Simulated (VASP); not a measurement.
**Co: single point with PBEsol**

Crystal: Co.

```xyz
2
Lattice="0.0000 2.4571 2.4571 2.4571 0.0000 2.4571 2.4571 2.4571 0.0000" Properties=species:S:1:pos:R:3 pbc="T T T"
Co    0.6143    0.6143    0.6143
Co    4.2999    4.2999    4.2999
```

This cell differs from its parent crystal: volume scaled by 1.04.

- Program: VASP 6.6.1
- Task: single point
- Functional: PBEsol
- Potentials or basis: VASP PAW PBE potentials, release 64 (Co)
- Cutoff: 520 eV
- k mesh: 13 × 13 × 13
- Occupations: fermi-dirac, width 0.05 eV
- Spin: collinear spin, ferromagnetic start
- Starting moments: [-0.337, -0.337] μB

```yaml
Pressure: -5.8 GPa
Net_moment: -1.01 μB per cell
Site_moments: Co -0.49 μB
Valence_electrons_inside_the_program's_atomic_spheres: Co 8.33
```

Levels at points of the mesh, in eV from the Fermi level:
Spin up:
```csv
k point,band 5,band 6,band 7,band 8,band 9,band 10,band 11,band 12,band 13,band 14
"(0.00, 0.00, 0.00)",-2.58,-2.58,-0.74,-0.74,-0.74,0.62,0.62,13.41,13.41,13.41
```
Spin down:
```tsv
k point	band 8	band 9	band 10	band 11	band 12	band 13
(0.00, 0.00, 0.00)	-1.25	-1.25	0.09	0.09	13.25	13.25
```

It took 2.6 min on 1 thread of Intel(R) Xeon(R) Platinum 8259CL CPU @ 2.50GHz (Skylake/Cascade Lake), on a shared host, peak memory 0.21 GiB.

Caveat: the PAW data sets were made with another functional, which shifts forces and pressure a little.
